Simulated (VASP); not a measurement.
# Bi (Pm-3m) in VASP: further runs

Bi is run at these levels: PBEsol; tasks: single point, relaxation of cell and atoms.

Program: VASP 6.6.1. These are calculated values, not measurements. Logs are shortened: lines on timing, memory, paths and dates and some standing lists are left out, and cuts for length are marked.

### Step 1. The cell of the first run

The structure is cubic, space group Pm-3m (No. 221). Conventional cell: a = 2.991 Å, b = 2.991 Å, c = 2.991 Å, α = 90.00°, β = 90.00°, γ = 90.00°. Bi (site symmetry m-3m) has 6 Bi at 2.99 Å within 3.9 Å.

### Step 2. Single point, PBEsol

Input file INCAR:

```
SYSTEM = Bi
PREC = Accurate
ENCUT = 500
EDIFF = 1E-6
ISMEAR = 0
SIGMA = 0.05
LREAL = .FALSE.
LASPH = .TRUE.
NELM = 120
ALGO = Normal
ISIF = 2
LWAVE = .FALSE.
LCHARG = .FALSE.
GGA = PS
NBANDS = 14
GGA_COMPAT = .FALSE.
```

Input file KPOINTS:

```
regular mesh
0
G
  7 7 7
  0 0 0
```

Input file POSCAR:

```
Bi
1.0
    2.9912461996      0.0000000000      0.0000000000
    0.0000000000      2.9912461996      0.0000000000
    0.0000000000      0.0000000000      2.9912461996
Bi
1
Direct
    0.0000000000      0.0000000000      0.0000000000
```

Potentials or basis: VASP PAW PBE potentials, release 64 (Bi_d).

Command:

```console
cat potpaw_PBE.64/Bi_d/POTCAR > POTCAR
mpirun -np 1 vasp_std > vasp.out
```

OUTCAR:

```text
SYSTEM = Bi
   PREC = Accurate
   ENCUT = 500
   EDIFF = 1E-6
   ISMEAR = 0
   LREAL = .FALSE.
   LASPH = .TRUE.
   NELM = 120
   ISIF = 2
   GGA = PS

 ion  position               nearest neighbor table
   1  0.000  0.000  0.000-

  LATTYP: Found a simple cubic cell.
 ALAT       =     2.9912461996

  Lattice vectors:

 A1 = (   2.9912461996,   0.0000000000,   0.0000000000)
 A2 = (   0.0000000000,   2.9912461996,   0.0000000000)
 A3 = (   0.0000000000,   0.0000000000,   2.9912461996)

Analysis of symmetry for initial positions (statically):
=====================================================================
 Subroutine PRICEL returns:
 Original cell was already a primitive cell.

 Routine SETGRP: Setting up the symmetry group for a
 simple cubic supercell.

 Subroutine GETGRP returns: Found 48 space group operations
 (whereof 48 operations were pure point group operations)
 out of a pool of 48 trial point group operations.

The static configuration has the point symmetry O_h .

Analysis of symmetry for dynamics (positions and initial velocities):
=====================================================================
 Subroutine PRICEL returns:
 Original cell was already a primitive cell.

 Routine SETGRP: Setting up the symmetry group for a
 simple cubic supercell.

 Subroutine GETGRP returns: Found 48 space group operations
 (whereof 48 operations were pure point group operations)
 out of a pool of 48 trial point group operations.

The dynamic configuration has the point symmetry O_h .

 Subroutine INISYM returns: Found 48 space group operations
 (whereof 48 operations are pure point group operations),
 and found     1 'primitive' translations

----------------------------------------------------------------------------------------

                                     Primitive cell

  volume of cell :      26.7643

  direct lattice vectors                    reciprocal lattice vectors
     2.991246200  0.000000000  0.000000000     0.334308824  0.000000000  0.000000000
     0.000000000  2.991246200  0.000000000     0.000000000  0.334308824  0.000000000
     0.000000000  0.000000000  2.991246200     0.000000000  0.000000000  0.334308824

  length of vectors
     2.991246200  2.991246200  2.991246200     0.334308824  0.334308824  0.334308824

  position of ions in fractional coordinates (direct lattice)
     0.000000000  0.000000000  0.000000000

  ion indices of the primitive-cell ions
   primitive index   ion index
                 1           1

----------------------------------------------------------------------------------------

 KPOINTS: regular mesh

Automatic generation of k-mesh.
 Grid dimensions read from file:
 generate k-points for:    7    7    7

 Generating k-lattice:

  Cartesian coordinates                     Fractional coordinates (reciprocal lattice)
     0.047758403  0.000000000  0.000000000     0.142857143  0.000000000  0.000000000
     0.000000000  0.047758403  0.000000000     0.000000000  0.142857143  0.000000000
     0.000000000  0.000000000  0.047758403     0.000000000  0.000000000  0.142857143

  Length of vectors
     0.047758403  0.047758403  0.047758403

  Shift w.r.t. Gamma in fractional coordinates (k-lattice)
     0.000000000  0.000000000  0.000000000

 Subroutine IBZKPT returns following result:
 ===========================================

 Found     20 irreducible k-points:

 Following reciprocal coordinates:
            Coordinates               Weight
  0.000000  0.000000  0.000000      1.000000
  0.142857  0.000000  0.000000      6.000000
  0.285714  0.000000  0.000000      6.000000
  0.428571  0.000000  0.000000      6.000000
  0.142857  0.142857  0.000000     12.000000
  0.285714  0.142857  0.000000     24.000000
[... 12 lines left out ...]
  0.428571  0.428571  0.285714     24.000000
  0.428571  0.428571  0.428571      8.000000
   k-points           NKPTS =     20   k-points in BZ     NKDIM =     20   number of bands    NBANDS=     14
   number of dos      NEDOS =    301   number of ions     NIONS =      1
   total plane-waves  NPLWV =  13824
   dimension x,y,z NGX =    24 NGY =   24 NGZ =   24
   dimension x,y,z NGXF=    48 NGYF=   48 NGZF=   48
   ions per type =               1
   NGX,Y,Z   is equivalent  to a cutoff of  13.34, 13.34, 13.34 a.u.
   NGXF,Y,Z  is equivalent  to a cutoff of  26.68, 26.68, 26.68 a.u.
 SYSTEM =  Bi
   PREC   = accura    normal or accurate (medium, high low for compatibility)
   ISTART =      0    job   : 0-new  1-cont  2-samecut
   ICHARG =      2    charge: 1-file 2-atom 10-const
   ISPIN  =      1    spin polarized calculation?
   LNONCOLLINEAR =      F non collinear calculations
   LSORBIT =      F    spin-orbit coupling
   LASPH  =      T    aspherical Exc in radial PAW
   ENCUT  =  500.0 eV  36.75 Ry    6.06 a.u.   5.45  5.45  5.45*2*pi/ulx,y,z
   NELM   =    120;   NELMIN=  2; NELMDL= -5     # of ELM steps
   EDIFF  = 0.1E-05   stopping-criterion for ELM
   LREAL  =      F    real-space projection
   EDIFFG = 0.1E-04   stopping-criterion for IOM
   NSW    =      0    number of steps for IOM
   IBRION =     -1    ionic relax: 0-MD 1-quasi-New 2-CG
   NFREE  =      0    steps in history (QN), initial steepest desc. (CG)
   ISIF   =      2    stress and relaxation
   ISYM   =      2    0-nonsym 1-usesym 2-fastsym
   POTIM  = 0.5000    time-step for ionic-motion
   TEBEG  =    0.0;   TEEND  =   0.0 temperature during run
   PSTRESS=    0.0 pullay stress
   NELECT =      15.0000    total number of electrons
   NUPDOWN=      -1.0000    fix difference up-down
   EMIN   =  10.00;   EMAX   =-10.00  energy-range for DOS
   EFERMI =   0.00;   METHOD = LEGACY
   ISMEAR =     0;   SIGMA  =   0.05  broadening in eV -4-tet -1-fermi 0-gaus
   EFERMI_NEDOS =   21; number of points for ismear=-14 and -15
   IALGO  =     38    algorithm
   IMIX   =      4    mixing-type and parameters
     AMIX     =   0.40;   BMIX     =  1.00
     AMIX_MAG =   1.60;   BMIX_MAG =  1.00
  volume/ion in A,a.u.               =      26.76       180.61
  Fermi-wavevector in a.u.,A,eV,Ry     =   1.349749  2.550656 24.787407  1.821823
  Thomas-Fermi vector in A             =   2.477310
   LORBIT       =      0    0 simple, 1 ext, 2 COOP (PROOUT), +10 PAW based schemes
   GGA     = PS    functional components
   LHFCALC =     F    Hartree Fock is set to
   AEXX    =    0.0000 exact exchange contribution
   IVDW    =     0    specifies the selected vdW correction
   LEPSILON=     F    determine dielectric tensor
   LRPA    =     F    only Hartree local field effects (RPA)
 non-spin polarized calculation
 Gauss-broadening in eV      SIGMA  =   0.05
  energy-cutoff  :      500.00
  volume of cell :       26.76
 maximum number of plane-waves:       695
 NGX is ok and might be reduce to    24
   NGX = 11   NGY = 11   NGZ = 11

 number of electron      15.0000002 magnetization

 Free energy of the ion-electron system (eV)
  ---------------------------------------------------
  ext. energy  EPLUGINS =         0.00000000
  ---------------------------------------------------
  free energy    TOTEN  =        -3.97649076 eV

  energy without entropy =       -3.97603963  energy(sigma->0) =       -3.97626519

 E-fermi :   9.3610     XC(G=0): -11.0515

 val. band max:        9.3294646685   @ k =   0.2857   0.2857   0.2857
 cond. band min:       9.9749412596   @ k =   0.4286   0.2857   0.2857
 fundamental gap:      0.6454765911
 Fermi energy:         9.3610333813

 k-point     1 :       0.0000    0.0000    0.0000
  band No.  band energies     occupation
      1     -13.7340      2.00000
      2     -13.7340      2.00000
      3     -13.0220      2.00000
      4     -13.0220      2.00000
      5     -13.0220      2.00000
      6      -5.3656      2.00000
      7      13.4601      0.00000
      8      13.4601      0.00000
      9      13.4601      0.00000
     10      17.4028      0.00000
     11      18.4034      0.00000
     12      18.4034      0.00000
     13      27.5521      0.00000
     14      27.5521      0.00000

 k-point     2 :       0.1429    0.0000    0.0000
  band No.  band energies     occupation
      1     -13.7274      2.00000
      2     -13.6317      2.00000
      3     -13.0580      2.00000
      4     -13.0580      2.00000
      5     -13.0190      2.00000
      6      -5.0225      2.00000
      7      10.3765      0.00000
      8      13.8562      0.00000
      9      13.8562      0.00000
     10      17.9584      0.00000
     11      18.5644      0.00000
     12      21.5872      0.00000
     13      26.0715      0.00000
     14      27.1819      0.00000

 k-point     3 :       0.2857    0.0000    0.0000
  band No.  band energies     occupation
      1     -13.7123      2.00000
      2     -13.4033      2.00000
      3     -13.1379      2.00000
      4     -13.1379      2.00000
      5     -13.0123      2.00000
      6      -4.0232      2.00000
      7       6.4071      2.00000
      8      14.9026      0.00000
      9      14.9026      0.00000
     10      18.6037      0.00000
     11      19.0466      0.00000
     12      23.8126      0.00000
     13      24.9600      0.00000
     14      25.3535      0.00000
[... 256 lines left out ...]
 k-point    19 :       0.4286    0.4286    0.2857
  band No.  band energies     occupation
      1     -13.4237      2.00000
      2     -13.3312      2.00000
      3     -13.3298      2.00000
      4     -13.0580      2.00000
      5     -12.8344      2.00000
      6       1.1730      2.00000
      7       7.0259      2.00000
      8       7.2029      2.00000
      9      11.4232      0.00000
     10      13.5256      0.00000
     11      17.1719      0.00000
     12      17.5066      0.00000
     13      20.0602      0.00000
     14      30.7726      0.00000

 k-point    20 :       0.4286    0.4286    0.4286
  band No.  band energies     occupation
      1     -13.4133      2.00000
      2     -13.4104      2.00000
      3     -13.4104      2.00000
      4     -12.8297      2.00000
      5     -12.8297      2.00000
      6       2.5331      2.00000
      7       8.0014      2.00000
      8       8.0014      2.00000
      9       8.4286      2.00000
     10      14.3260      0.00000
     11      15.5229      0.00000
     12      15.5229      0.00000
     13      17.5800      0.00000
     14      33.2331      0.00000

------------------------ aborting loop because EDIFF is reached ----------------------------------------

  FORCE on cell =-STRESS in cart. coord.  units (eV):
  Direction    XX          YY          ZZ          XY          YZ          ZX
  --------------------------------------------------------------------------------------
  -------------------------------------------------------------------------------------
  Total        3.3311665      3.3311665      3.3311665      0.0000000      0.0000000      0.0000000
  in kB      199.4116107    199.4116107    199.4116107      0.0000000      0.0000000      0.0000000
  external PRESSURE =     199.4116107 kB  Pullay stress =       0.0000000 kB

 VOLUME and BASIS-vectors are now :
 -----------------------------------------------------------------------------
  energy-cutoff  :      500.00
  volume of cell :       26.76
      direct lattice vectors                 reciprocal lattice vectors
     2.991246200  0.000000000  0.000000000     0.334308824  0.000000000  0.000000000
     0.000000000  2.991246200  0.000000000     0.000000000  0.334308824  0.000000000
     0.000000000  0.000000000  2.991246200     0.000000000  0.000000000  0.334308824

 POSITION                                       TOTAL-FORCE (eV/Angst)
 -----------------------------------------------------------------------------------
      0.00000      0.00000      0.00000         0.000000      0.000000      0.000000
 -----------------------------------------------------------------------------------
    total drift:                                0.000000     -0.000000      0.000000

  FREE ENERGIE OF THE ION-ELECTRON SYSTEM (eV)
  ---------------------------------------------------
  free  energy   TOTEN  =        -3.9764907552 eV

  energy  without entropy=       -3.9760396286  energy(sigma->0) =       -3.97626519
```

Wall time 4.3 s (1 thread of Intel Xeon Platinum 8259CL at 2.50GHz (Skylake/Cascade Lake), shared host); peak memory 0.13 GiB.

What came out:

```
Free energy : -3.9765 eV
Pressure    : 19.9 GPa
```

Levels at points of the mesh, in eV from the Fermi level:
```
           k point  band 4  band 5  band 6  band 7  band 8  band 9  band 10  band 11
(0.00, 0.00, 0.00)  -22.38  -22.38  -14.73    4.10    4.10    4.10     8.04     9.04
```

Caveat: the PAW data sets were made with another functional, which shifts forces and pressure a little; spin-orbit coupling is left out, which moves the levels of the heavy elements.

### Step 3. Single point, PBEsol

This run uses another cell than the first one, of 25.12 Å³/atom, 0.938 times its volume.

Input file INCAR:

```
  PREC = Accurate
  ENCUT = 500
  EDIFF = 1E-6
  ISMEAR = 0
  SIGMA = 0.05
  LREAL = F
  LASPH = T
  NELM = 120
  ALGO = Normal
  ISIF = 2
  LWAVE = F
  LCHARG = T
  GGA = PS
  LELF = T
  LVHAR = T
  NBANDS = 14
  GGA_COMPAT = F
```

Input file KPOINTS:

```
Automatic mesh
0
Gamma
  7 7 7
```

Input file POSCAR:

```
Bi
1.0
    2.9285496645      0.0000000000      0.0000000000
    0.0000000000      2.9285496645      0.0000000000
    0.0000000000      0.0000000000      2.9285496645
Bi
1
Direct
    0.0000000000      0.0000000000      0.0000000000
```

Potentials or basis: VASP PAW PBE potentials, release 64 (Bi_d).

Command:

```console
cat potpaw_PBE.64/Bi_d/POTCAR > POTCAR
mpirun -np 1 vasp_std > vasp.out
```

Run time: 5 s. Hardware: 1 thread of Intel Xeon Platinum 8259CL at 2.50GHz (Skylake/Cascade Lake), shared host; peak memory 0.13 GiB.

Results (log left out):

- Free energy: -3.7216 eV
- Pressure: 29.9 GPa

Levels at points of the mesh, in eV from the Fermi level:
```csv
k point,band 4,band 5,band 6,band 7,band 8,band 9,band 10,band 11
"(0.00, 0.00, 0.00)",-22.55,-22.55,-15.42,4.15,4.15,4.15,8.35,9.22
```

Caveat: the PAW data sets were made with another functional, which shifts forces and pressure a little; spin-orbit coupling is left out, which moves the levels of the heavy elements.

(Part 1 of 2 ends here.)
